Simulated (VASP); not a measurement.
A run of VASP 6.6.1 is set up as follows.

Contents of INCAR:

```
SYSTEM = SrVO3
ALGO     = Normal         ! electronic algorithm
EDIFF    = 1E-6           ! SCF threshold, eV
ENCUT    = 520            ! plane-wave cutoff, eV
GGA      = PE             ! functional
ISIF     = 2              ! what is computed and relaxed
ISMEAR   = 0              ! smearing method
ISPIN    = 2              ! spin polarisation
LASPH    = .True.         ! aspherical terms in the spheres
LCHARG   = .False.        ! write CHGCAR
LMAXMIX  = 4              ! l up to which the mixer works
LORBIT   = 11             ! projections on sites
LREAL    = .False.        ! projectors in reciprocal space
LWAVE    = .False.        ! write WAVECAR
MAGMOM   = 0 0.42 0 0 0   ! initial moments
NBANDS   = 32             ! bands
NELM     = 150            ! most SCF steps
PREC     = Accurate       ! precision mode
SIGMA    = 0.05           ! smearing width, eV
```

Contents of KPOINTS:

```
k-points
0
Gamma
  6 6 6
  0 0 0
```

POSCAR

```
SrVO3
1.0
    3.8617221083      0.0000000000      0.0000000000
    0.0000000000      3.8617221083      0.0000000000
    0.0000000000      0.0000000000      3.8617221083
Sr V O
1 1 3
Direct
    0.5000000000      0.5000000000      0.5000000000
    0.0000000000      0.0000000000      0.0000000000
    0.5000000000      0.0000000000      0.0000000000
    0.0000000000      0.5000000000      0.0000000000
    0.0000000000      0.0000000000      0.5000000000
```

Potentials or basis: VASP PAW PBE potentials, release 64 (Sr_sv, V_sv, O).

Launch:

```bash
$ cat potpaw_PBE.64/Sr_sv/POTCAR potpaw_PBE.64/V_sv/POTCAR potpaw_PBE.64/O/POTCAR > POTCAR
$ mpirun -np 1 vasp_std > vasp.out
```

Task: Predict the site moments.

Result: Sr +0.00; V +0.15; O -0.00 μB.

Task: What does it give for the pressure?

Result: 0.3 GPa.

Task: Estimate the net moment.

Result: 0.16 μB per cell.
